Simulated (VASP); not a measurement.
Here is a VASP 6.6.1 calculation.

File INCAR:

```
SYSTEM = Hf3C2
PREC = Accurate
ENCUT = 600
EDIFF = 1E-6
ISMEAR = 0
SIGMA = 0.1
LREAL = .FALSE.
LASPH = .TRUE.
NELM = 100
ALGO = Normal
ISIF = 3
LWAVE = .FALSE.
LCHARG = .FALSE.
GGA = PE
IBRION = 2
NSW = 90
EDIFFG = -0.04
```

KPOINTS

```
regular mesh
0
G
  4 4 4
  0 0 0
```

POSCAR

```
Hf3C2
1.0
    5.5454929400      0.0000000000      0.0000000000
    0.0000000000      5.5454929400      0.0000000000
    0.0000000000      0.0000000000      5.5454929400
Hf C
6 4
Direct
    0.7362528200      0.5000000000      0.5000000000
    0.2637471800      0.5000000000      0.5000000000
    0.5000000000      0.7362528200      0.5000000000
    0.5000000000      0.2637471800      0.5000000000
    0.5000000000      0.5000000000      0.7362528200
    0.5000000000      0.5000000000      0.2637471800
    0.0000000000      0.5000000000      0.5000000000
    0.5000000000      0.0000000000      0.5000000000
    0.5000000000      0.5000000000      0.0000000000
    0.0000000000      0.0000000000      0.0000000000
```

Potentials or basis: VASP PAW PBE potentials, release 64 (Hf_pv, C).

The run is started by

```sh
$ cat potpaw_PBE.64/Hf_pv/POTCAR potpaw_PBE.64/C/POTCAR > POTCAR
$ mpirun -np 1 vasp_std > vasp.out
```

Q: Predict the relaxed cell.

A: a = 8.216 Å, b = 8.216 Å, c = 8.216 Å, α = 90.00°, β = 90.00°, γ = 90.00°.

Q: What does it give for the band gap on the k mesh?

A: Zero (bands 38 and 39 overlap by 0.35 eV).

Q: Predict the relaxed volume.

A: 55.45 Å³/atom.

Q: Estimate the space group after relaxing (to 0.1 Å).

A: Pm-3m (No. 221).

Forces on the atoms (eV/Å):
```
Hf   0.016  0.000  0.000
Hf  -0.016  0.000  0.000
Hf   0.000  0.016  0.000
Hf   0.000 -0.016  0.000
Hf   0.000  0.000  0.016
Hf   0.000  0.000 -0.016
C    0.000  0.000  0.000
C    0.000  0.000  0.000
C    0.000  0.000  0.000
C    0.000  0.000  0.000
```

Caveat: the volume moved by over 15 % at a fixed basis, so the end points are rough; spin-orbit coupling is left out, which moves the levels of the heavy elements.
